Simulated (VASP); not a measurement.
# Sn3Te (Pm-3m) in VASP: a series of runs

Sn3Te is run at these levels: r2SCAN; tasks: single point.

Program: VASP 6.6.1. These are calculated values, not measurements. Logs are shortened: lines on timing, memory, paths and dates and some standing lists are left out, and cuts for length are marked.

## 1. The cell of the first run

Symmetry: Pm-3m, No. 221, cubic system. The conventional cell has a = 4.800 Å, b = 4.800 Å, c = 4.800 Å, α = 90.00°, β = 90.00°, γ = 90.00°. Within 4.5 Å of Te (site symmetry m-3m) lie 12 Sn at 3.39 Å. Within 4.5 Å of Sn (site symmetry 4/mmm) lie 4 Te at 3.39 Å and 8 Sn at 3.39 Å.

## 2. Single point, r2SCAN

POSCAR reads:

```
Sn3Te
1.0
    4.7998622902      0.0000000000      0.0000000000
    0.0000000000      4.7998622902      0.0000000000
    0.0000000000      0.0000000000      4.7998622902
Te Sn
1 3
Direct
    0.0000000000      0.0000000000      0.0000000000
    0.0000000000      0.5000000000      0.5000000000
    0.5000000000      0.0000000000      0.5000000000
    0.5000000000      0.5000000000      0.0000000000
```

INCAR.step1 reads:

```
ALGO = Normal
EDIFF = 1E-4
ENCUT = 520
GGA = PE
ISMEAR = -1
LASPH = T
LCHARG = F
LREAL = F
LWAVE = T
NBANDS = 32
NELM = 100
PREC = Accurate
SIGMA = 0.05
```

INCAR.step2 reads:

```
ALGO = Normal
EDIFF = 1E-6
ENCUT = 520
ISIF = 2
ISMEAR = -1
ISTART = 1
LASPH = T
LCHARG = T
LELF = T
LMIXTAU = T
LREAL = F
LVHAR = T
LWAVE = F
METAGGA = R2SCAN
NBANDS = 32
NELM = 100
PREC = Accurate
SIGMA = 0.05
```

KPOINTS reads:

```
k-points
0
Gamma
  6 6 6
```

Potentials or basis: VASP PAW PBE potentials, release 64 (Te, Sn_d).

Command:

```sh
$ cat potpaw_PBE.64/Te/POTCAR potpaw_PBE.64/Sn_d/POTCAR > POTCAR
$ cp INCAR.step1 INCAR
$ mpirun -np 1 vasp_std > vasp.out
$ cp INCAR.step2 INCAR
$ mpirun -np 1 vasp_std > vasp.out
```

OUTCAR:

```text
EDIFF = 1E-6
   ENCUT = 520
   ISIF = 2
   ISMEAR = -1
   ISTART = 1
   LASPH = T
   LREAL = F
   METAGGA = R2SCAN
   NELM = 100
   PREC = Accurate

 ion  position               nearest neighbor table
   1  0.000  0.000  0.000-   2 3.39   3 3.39   4 3.39   2 3.39   3 3.39   2 3.39   4 3.39   2 3.39
                             3 3.39   4 3.39   3 3.39   4 3.39
   2  0.000  0.500  0.500-   1 3.39   3 3.39   4 3.39   1 3.39   4 3.39   1 3.39   3 3.39   1 3.39
                             3 3.39   4 3.39   4 3.39   3 3.39
   3  0.500  0.000  0.500-   1 3.39   2 3.39   4 3.39   1 3.39   4 3.39   2 3.39   4 3.39   4 3.39
                             1 3.39   2 3.39   1 3.39   2 3.39
   4  0.500  0.500  0.000-   1 3.39   2 3.39   3 3.39   2 3.39   3 3.39   1 3.39   3 3.39   3 3.39
                             1 3.39   2 3.39   2 3.39   1 3.39

  LATTYP: Found a simple cubic cell.
 ALAT       =     4.7998622902

  Lattice vectors:

 A1 = (   4.7998622902,   0.0000000000,   0.0000000000)
 A2 = (   0.0000000000,   4.7998622902,   0.0000000000)
 A3 = (   0.0000000000,   0.0000000000,   4.7998622902)

Analysis of symmetry for initial positions (statically):
=====================================================================
 Subroutine PRICEL returns:
 Original cell was already a primitive cell.

 Routine SETGRP: Setting up the symmetry group for a
 simple cubic supercell.

 Subroutine GETGRP returns: Found 48 space group operations
 (whereof 48 operations were pure point group operations)
 out of a pool of 48 trial point group operations.

The static configuration has the point symmetry O_h .

Analysis of symmetry for dynamics (positions and initial velocities):
=====================================================================
 Subroutine PRICEL returns:
 Original cell was already a primitive cell.

 Routine SETGRP: Setting up the symmetry group for a
 simple cubic supercell.

 Subroutine GETGRP returns: Found 48 space group operations
 (whereof 48 operations were pure point group operations)
 out of a pool of 48 trial point group operations.

The dynamic configuration has the point symmetry O_h .

 Subroutine INISYM returns: Found 48 space group operations
 (whereof 48 operations are pure point group operations),
 and found     1 'primitive' translations

----------------------------------------------------------------------------------------

                                     Primitive cell

  volume of cell :     110.5825

  direct lattice vectors                    reciprocal lattice vectors
     4.799862290  0.000000000  0.000000000     0.208339310  0.000000000  0.000000000
     0.000000000  4.799862290  0.000000000     0.000000000  0.208339310  0.000000000
     0.000000000  0.000000000  4.799862290     0.000000000  0.000000000  0.208339310

  length of vectors
     4.799862290  4.799862290  4.799862290     0.208339310  0.208339310  0.208339310

  position of ions in fractional coordinates (direct lattice)
     0.000000000  0.000000000  0.000000000
     0.000000000  0.500000000  0.500000000
     0.500000000  0.000000000  0.500000000
     0.500000000  0.500000000  0.000000000

  ion indices of the primitive-cell ions
   primitive index   ion index
                 1           1
                 2           2
                 3           3
                 4           4

----------------------------------------------------------------------------------------

 KPOINTS: k-points

Automatic generation of k-mesh.
 Grid dimensions read from file:
 generate k-points for:    6    6    6

 Generating k-lattice:

  Cartesian coordinates                     Fractional coordinates (reciprocal lattice)
     0.034723218  0.000000000  0.000000000     0.166666667  0.000000000  0.000000000
     0.000000000  0.034723218  0.000000000     0.000000000  0.166666667  0.000000000
     0.000000000  0.000000000  0.034723218     0.000000000  0.000000000  0.166666667

  Length of vectors
     0.034723218  0.034723218  0.034723218

  Shift w.r.t. Gamma in fractional coordinates (k-lattice)
     0.000000000  0.000000000  0.000000000

 Subroutine IBZKPT returns following result:
 ===========================================

 Found     20 irreducible k-points:

 Following reciprocal coordinates:
            Coordinates               Weight
  0.000000  0.000000  0.000000      1.000000
  0.166667  0.000000  0.000000      6.000000
  0.333333  0.000000  0.000000      6.000000
  0.500000  0.000000  0.000000      3.000000
  0.166667  0.166667  0.000000     12.000000
  0.333333  0.166667  0.000000     24.000000
[... 12 lines left out ...]
  0.500000  0.500000  0.333333      6.000000
  0.500000  0.500000  0.500000      1.000000
   k-points           NKPTS =     20   k-points in BZ     NKDIM =     20   number of bands    NBANDS=     32
   number of dos      NEDOS =    301   number of ions     NIONS =      4
   total plane-waves  NPLWV =  46656
   dimension x,y,z NGX =    36 NGY =   36 NGZ =   36
   dimension x,y,z NGXF=    72 NGYF=   72 NGZF=   72
   ions per type =               1   3
   NGX,Y,Z   is equivalent  to a cutoff of  12.47, 12.47, 12.47 a.u.
   NGXF,Y,Z  is equivalent  to a cutoff of  24.94, 24.94, 24.94 a.u.
 SYSTEM =  unknown system
   PREC   = accura    normal or accurate (medium, high low for compatibility)
   ISTART =      1    job   : 0-new  1-cont  2-samecut
   ICHARG =      0    charge: 1-file 2-atom 10-const
   ISPIN  =      1    spin polarized calculation?
   LNONCOLLINEAR =      F non collinear calculations
   LSORBIT =      F    spin-orbit coupling
   LASPH  =      T    aspherical Exc in radial PAW
   ENCUT  =  520.0 eV  38.22 Ry    6.18 a.u.   8.92  8.92  8.92*2*pi/ulx,y,z
   NELM   =    100;   NELMIN=  2; NELMDL=  0     # of ELM steps
   EDIFF  = 0.1E-05   stopping-criterion for ELM
   LREAL  =      F    real-space projection
   EDIFFG = 0.1E-04   stopping-criterion for IOM
   NSW    =      0    number of steps for IOM
   IBRION =     -1    ionic relax: 0-MD 1-quasi-New 2-CG
   NFREE  =      0    steps in history (QN), initial steepest desc. (CG)
   ISIF   =      2    stress and relaxation
   ISYM   =      2    0-nonsym 1-usesym 2-fastsym
   POTIM  = 0.5000    time-step for ionic-motion
   TEBEG  =    0.0;   TEEND  =   0.0 temperature during run
   PSTRESS=    0.0 pullay stress
   NELECT =      48.0000    total number of electrons
   NUPDOWN=      -1.0000    fix difference up-down
   EMIN   =  10.00;   EMAX   =-10.00  energy-range for DOS
   EFERMI =   0.00;   METHOD = LEGACY
   ISMEAR =    -1;   SIGMA  =   0.05  broadening in eV -4-tet -1-fermi 0-gaus
   EFERMI_NEDOS =   21; number of points for ismear=-14 and -15
   IALGO  =     38    algorithm
   IMIX   =      4    mixing-type and parameters
     AMIX     =   0.40;   BMIX     =  1.00
     AMIX_MAG =   1.60;   BMIX_MAG =  1.00
  volume/ion in A,a.u.               =      27.65       186.56
  Fermi-wavevector in a.u.,A,eV,Ry     =   1.239538  2.342387 20.904728  1.536454
  Thomas-Fermi vector in A             =   2.374017
   LORBIT       =      0    0 simple, 1 ext, 2 COOP (PROOUT), +10 PAW based schemes
   METAGGA = R2SCAN    functional components
   LHFCALC =     F    Hartree Fock is set to
   AEXX    =    0.0000 exact exchange contribution
   IVDW    =     0    specifies the selected vdW correction
   LEPSILON=     F    determine dielectric tensor
   LRPA    =     F    only Hartree local field effects (RPA)
 non-spin polarized calculation
  energy-cutoff  :      520.00
  volume of cell :      110.58
 maximum number of plane-waves:      3016
 NGX is ok and might be reduce to    36
   NGX = 17   NGY = 17   NGZ = 17

 number of electron      48.0000053 magnetization

 Free energy of the ion-electron system (eV)
  ---------------------------------------------------
  ext. energy  EPLUGINS =         0.00000000
  ---------------------------------------------------
  free energy    TOTEN  =       -98.65417761 eV

  energy without entropy =      -98.62998457  energy(sigma->0) =      -98.64208109

 E-fermi :   8.0555     XC(G=0): -11.0291

 val. band max:        8.0267745404   @ k =   0.5000   0.3333   0.0000
 cond. band min:       8.0783584712   @ k =   0.5000   0.5000   0.0000
 fundamental gap:      0.0515839308
 Fermi energy:         8.0554770990

 k-point     1 :       0.0000    0.0000    0.0000
  band No.  band energies     occupation
      1     -14.3176      2.00000
      2     -14.3176      2.00000
      3     -14.3176      2.00000
      4     -14.2939      2.00000
      5     -14.2939      2.00000
      6     -14.2669      2.00000
[... 24 lines left out ...]
     31      13.4713      0.00000
     32      13.5323      0.00000

 k-point     2 :       0.1667    0.0000    0.0000
  band No.  band energies     occupation
      1     -14.3146      2.00000
      2     -14.3045      2.00000
      3     -14.3045      2.00000
      4     -14.2930      2.00000
      5     -14.2861      2.00000
      6     -14.2578      2.00000
[... 24 lines left out ...]
     31      14.0692      0.00000
     32      14.2275      0.00000

 k-point     3 :       0.3333    0.0000    0.0000
  band No.  band energies     occupation
      1     -14.3077      2.00000
      2     -14.2913      2.00000
      3     -14.2727      2.00000
      4     -14.2727      2.00000
      5     -14.2662      2.00000
      6     -14.2402      2.00000
[... 24 lines left out ...]
     31      12.8590      0.00000
     32      14.1142      0.00000

 k-point     4 :       0.5000    0.0000    0.0000
  band No.  band energies     occupation
      1     -14.3037      2.00000
      2     -14.2905      2.00000
      3     -14.2559      2.00000
      4     -14.2559      2.00000
      5     -14.2510      2.00000
      6     -14.2442      2.00000
[... 514 lines left out ...]
     31      13.3201      0.00000
     32      16.4486      0.00000

 k-point    19 :       0.5000    0.5000    0.3333
  band No.  band energies     occupation
      1     -14.3076      2.00000
      2     -14.2868      2.00000
      3     -14.2868      2.00000
      4     -14.2804      2.00000
      5     -14.2442      2.00000
      6     -14.2430      2.00000
[... 24 lines left out ...]
     31      13.9479      0.00000
     32      16.6225      0.00000

 k-point    20 :       0.5000    0.5000    0.5000
  band No.  band energies     occupation
      1     -14.3143      2.00000
      2     -14.2891      2.00000
      3     -14.2891      2.00000
      4     -14.2891      2.00000
      5     -14.2493      2.00000
      6     -14.2493      2.00000
[... 24 lines left out ...]
     31      14.0477      0.00000
     32      16.7305      0.00000

------------------------ aborting loop because EDIFF is reached ----------------------------------------

  FORCE on cell =-STRESS in cart. coord.  units (eV):
  Direction    XX          YY          ZZ          XY          YZ          ZX
  --------------------------------------------------------------------------------------
  -------------------------------------------------------------------------------------
  Total        1.1210517      1.1210517      1.1210517      0.0000000      0.0000000      0.0000000
  in kB       16.2423882     16.2423882     16.2423882      0.0000000      0.0000000      0.0000000
  external PRESSURE =      16.2423882 kB  Pullay stress =       0.0000000 kB

 VOLUME and BASIS-vectors are now :
 -----------------------------------------------------------------------------
  energy-cutoff  :      520.00
  volume of cell :      110.58
      direct lattice vectors                 reciprocal lattice vectors
     4.799862290  0.000000000  0.000000000     0.208339310  0.000000000  0.000000000
     0.000000000  4.799862290  0.000000000     0.000000000  0.208339310  0.000000000
     0.000000000  0.000000000  4.799862290     0.000000000  0.000000000  0.208339310

 POSITION                                       TOTAL-FORCE (eV/Angst)
 -----------------------------------------------------------------------------------
      0.00000      0.00000      0.00000         0.000000      0.000000      0.000000
      0.00000      2.39993      2.39993         0.000000      0.000000      0.000000
      2.39993      0.00000      2.39993         0.000000      0.000000      0.000000
      2.39993      2.39993      0.00000         0.000000      0.000000      0.000000
 -----------------------------------------------------------------------------------
    total drift:                                0.000000      0.000000      0.000000

  FREE ENERGIE OF THE ION-ELECTRON SYSTEM (eV)
  ---------------------------------------------------
  free  energy   TOTEN  =       -98.6541776104 eV

  energy  without entropy=      -98.6299845707  energy(sigma->0) =      -98.64208109
```

It took 3.8 min on 1 thread of AMD EPYC 9R45 (Zen 5), shared host; peak memory 0.21 GiB.

Results:

| Quantity | Value |
| --- | --- |
| Free energy | -98.6542 eV |
| Pressure | 1.6 GPa |
| Band gap on the k mesh | zero (band 24 reaches 11.23 eV, above the bottom of band 25 at 7.74 eV) |

Caveat: the PAW data sets were made with another functional, which shifts forces and pressure a little; spin-orbit coupling is left out, which moves the levels of the heavy elements.

## 3. Single point, r2SCAN

This run uses another cell than the first one, of 28.22 Å³/atom, 1.021 times its volume.

POSCAR reads:

```
Sn3Te
1.0
    4.8329658348      0.0000000000      0.0000000000
    0.0000000000      4.8329658348      0.0000000000
    0.0000000000      0.0000000000      4.8329658348
Te Sn
1 3
Direct
    0.0000000000      0.0000000000      0.0000000000
    0.0000000000      0.5000000000      0.5000000000
    0.5000000000      0.0000000000      0.5000000000
    0.5000000000      0.5000000000      0.0000000000
```

INCAR.step1 reads:

```
SYSTEM = Sn3Te
PREC = Accurate
ENCUT = 520
ISMEAR = -1
SIGMA = 0.05
LREAL = .False.
LASPH = .True.
NELM = 100
NBANDS = 32
GGA = PE
ALGO = Normal
EDIFF = 1E-4
LWAVE = .True.
LCHARG = .False.
```

INCAR.step2 reads:

```
SYSTEM = Sn3Te
PREC = Accurate
ENCUT = 520
EDIFF = 1E-6
ISMEAR = -1
SIGMA = 0.05
LREAL = .False.
LASPH = .True.
NELM = 100
ALGO = Normal
ISIF = 2
LWAVE = .False.
LCHARG = .False.
METAGGA = R2SCAN
LMIXTAU = .True.
NBANDS = 32
ISTART = 1
```

KPOINTS reads:

```
Automatic mesh
0
Gamma
  6 6 6
  0 0 0
```

Potentials or basis: VASP PAW PBE potentials, release 64 (Te, Sn_d).

Command:

```sh
$ cat potpaw_PBE.64/Te/POTCAR potpaw_PBE.64/Sn_d/POTCAR > POTCAR
$ cp INCAR.step1 INCAR
$ mpirun -np 1 vasp_std > vasp.out
$ cp INCAR.step2 INCAR
$ mpirun -np 1 vasp_std > vasp.out
```

Run time: 3.5 min. Hardware: 1 thread of AMD EPYC 9R45 (Zen 5), shared host; peak memory 0.21 GiB.

It converged, with:

```yaml
Free_energy: -98.6710 eV
Pressure: 0.6 GPa
Band_gap_on_the_k_mesh: zero (band 24 reaches 10.89 eV, above the bottom of band 25 at 7.54 eV)
```

Levels at points of the mesh, in eV from the Fermi level:
```tsv
k point	band 22	band 23	band 24	band 25	band 26	band 27
(0.00, 0.00, 0.00)	-4.57	0.39	0.39	0.39	2.08	2.08
(0.50, 0.00, 0.00)	-1.91	-1.91	-1.60	-0.26	2.15	2.47
(0.50, 0.50, 0.00)	-1.95	-1.89	-0.64	-0.12	-0.12	0.04
(0.50, 0.50, 0.50)	-5.55	-4.69	3.09	3.09	3.09	5.80
```

Caveat: the PAW data sets were made with another functional, which shifts forces and pressure a little; spin-orbit coupling is left out, which moves the levels of the heavy elements.

[end of part 1 of 2]
